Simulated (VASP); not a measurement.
A run of VASP 6.6.1 is set up as follows.

The input POSCAR:

```
NbH2
1.0
    0.0000000000      2.2814993472      2.2814993472
    2.2814993472      0.0000000000      2.2814993472
    2.2814993472      2.2814993472      0.0000000000
Nb H
1 2
Direct
    0.0000000000      0.0000000000      0.0000000000
    0.2500000000      0.2500000000      0.2500000000
    0.7500000000      0.7500000000      0.7500000000
```

Contents of INCAR.step1:

```
  ALGO = Normal
  EDIFF = 1E-4
  ENCUT = 520
  GGA = PE
  ISMEAR = 0
  LASPH = T
  LCHARG = F
  LREAL = F
  LWAVE = T
  NBANDS = 14
  NELM = 100
  PREC = Accurate
  SIGMA = 0.05
```

INCAR.step2

```
  ALGO = Normal
  EDIFF = 1E-6
  ENCUT = 520
  ISIF = 2
  ISMEAR = 0
  ISTART = 1
  LASPH = T
  LCHARG = F
  LMIXTAU = T
  LREAL = F
  LWAVE = F
  METAGGA = R2SCAN
  NBANDS = 14
  NELM = 100
  PREC = Accurate
  SIGMA = 0.05
```

Contents of KPOINTS:

```
k-points
0
Gamma
  12 12 12
```

Potentials or basis: VASP PAW PBE potentials, release 64 (Nb_sv, H).

The run is started by

```sh
$ cat potpaw_PBE.64/Nb_sv/POTCAR potpaw_PBE.64/H/POTCAR > POTCAR
$ cp INCAR.step1 INCAR
$ mpirun -np 1 vasp_std > vasp.out
$ cp INCAR.step2 INCAR
$ mpirun -np 1 vasp_std > vasp.out
```

Estimate the pressure.

-2.2 GPa.

What does it give for the band gap on the k mesh?

Zero (an odd number of electrons rules out a gap without spin polarisation).

Caveat: the PAW data sets were made with another functional, which shifts forces and pressure a little.
